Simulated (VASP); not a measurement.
Here is a VASP 6.6.1 calculation.

Contents of INCAR:

```
SYSTEM = CaSe
PREC     = Accurate       ! precision mode
ENCUT    = 520            ! plane-wave cutoff, eV
EDIFF    = 1E-6           ! SCF threshold, eV
ISMEAR   = 0              ! smearing method
SIGMA    = 0.05           ! smearing width, eV
LREAL    = .False.        ! projectors in reciprocal space
LASPH    = .True.         ! aspherical terms in the spheres
NELM     = 100            ! most SCF steps
ALGO     = Normal         ! electronic algorithm
ISIF     = 2              ! what is computed and relaxed
LWAVE    = .False.        ! write WAVECAR
LCHARG   = .True.         ! write CHGCAR
LELF     = .True.         ! ELF
LVHAR    = .True.       
NBANDS   = 15             ! bands
```

Contents of KPOINTS:

```
regular mesh
0
Gamma
  6 6 6
  0 0 0
```

File POSCAR:

```
CaSe
1.0
    0.0000000000      3.2010000000      3.3495000000
    3.2010000000      0.0000000000      3.3495000000
    3.2010000000      3.2010000000      0.0000000000
Ca Se
1 1
Direct
    0.0000000000      0.0000000000      0.0000000000
    0.7500000000      0.7500000000      0.7500000000
```

Potentials or basis: VASP PAW LDA potentials, release 64 (Ca_sv, Se).

Command:

```sh
$ cat potpaw_LDA.64/Ca_sv/POTCAR potpaw_LDA.64/Se/POTCAR > POTCAR
$ mpirun -np 1 vasp_std > vasp.out
```

Q: Estimate the pressure.

A: -1.2 GPa.

Q: Predict the band gap on the k mesh.

A: 2.95 eV, indirect (least direct gap 3.11 eV).

Stress tensor (GPa, compression positive):
```
-1.11  0.00  0.00
 0.00 -1.11  0.00
 0.00  0.00 -1.45
```

Caveat: the cell differs from its parent crystal (strain -0.030 along x and y, +0.015 along z). A k mesh can miss the band edges.
